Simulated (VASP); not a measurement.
A run of VASP 6.6.1 is set up as follows.

INCAR

```
PREC = Accurate
ENCUT = 520
EDIFF = 1E-6
ISMEAR = 0
SIGMA = 0.01
LREAL = Auto
LASPH = True
NELM = 100
ALGO = Normal
ISIF = 2
LWAVE = False
LCHARG = False
GGA = PE
NBANDS = 106
```

KPOINTS

```
regular mesh
0
Gamma
  4 4 3
```

File POSCAR:

```
Sc5Al11N16
1.0
    6.5109464151      0.0000000000      0.0000000000
   -3.2554732075      5.6748215536     -0.0018783798
    0.0000000000     -0.0033512039     10.2511790645
Al Sc N
11 5 16
Direct
    0.1680216754      0.3360433509      0.5083644368
    0.3366042858      0.1641952969      0.7507297519
    0.1689542259      0.8332553654     -0.0023507048
    0.3315431305      0.6630862610      0.2450248366
    0.3369481637      0.6738963274      0.7551769830
    0.6668110149      0.3336220297     -0.0066024132
    0.6683011114      0.3366022229      0.5064234458
    0.8275910111      0.1641952969      0.7507297519
    0.6643011394      0.8332553654     -0.0023507048
    0.8307748135      0.6615496270      0.2412811067
    0.8335608781      0.6671217562      0.7571233336
    0.1684402268      0.3368804535     -0.0143403853
    0.3383145844      0.1739204278      0.2473463951
    0.1614547096      0.8256227529      0.4979403075
    0.8356058434      0.1739204278      0.2473463951
    0.6641680433      0.8256227529      0.4979403075
    0.1754408519      0.3508817039      0.1862553103
    0.3415844278      0.1838321735      0.4546358602
    0.1685378152      0.3370756305      0.7025560256
    0.3434261378      0.1552063375      0.9385568821
    0.1596220246      0.8182236585      0.1884188332
    0.3217686909      0.6435373818      0.4333433277
    0.1640918531      0.8312612377      0.7028202387
    0.3447574177      0.6895148354      0.9392950173
    0.6756955819      0.3513911637      0.1775551789
    0.8422477457      0.1838321735      0.4546358602
    0.6692389918      0.3384779837      0.6958192183
    0.8117801998      0.1552063375      0.9385568821
    0.6586016339      0.8182236585      0.1884188332
    0.8206813405      0.6413626811      0.4291860009
    0.6671693846      0.8312612377      0.7028202387
    0.8339610453      0.6679220906      0.9433434488
```

Potentials or basis: VASP PAW PBE potentials, release 64 (Al, Sc_sv, N).

Launch:

```console
$ cat potpaw_PBE.64/Al/POTCAR potpaw_PBE.64/Sc_sv/POTCAR potpaw_PBE.64/N/POTCAR > POTCAR
$ mpirun -np 1 vasp_std > vasp.out
```

(1) What does it give for the largest force?

(2) Predict the pressure.

(3) What does it give for the band gap on the k mesh?

Results:

(1) 0.086 eV/Å.

(2) -0.6 GPa.

(3) 3.41 eV (least direct gap 3.43 eV).

Caveat: an odd mesh through Γ misses points on the zone boundary, where band edges can lie.
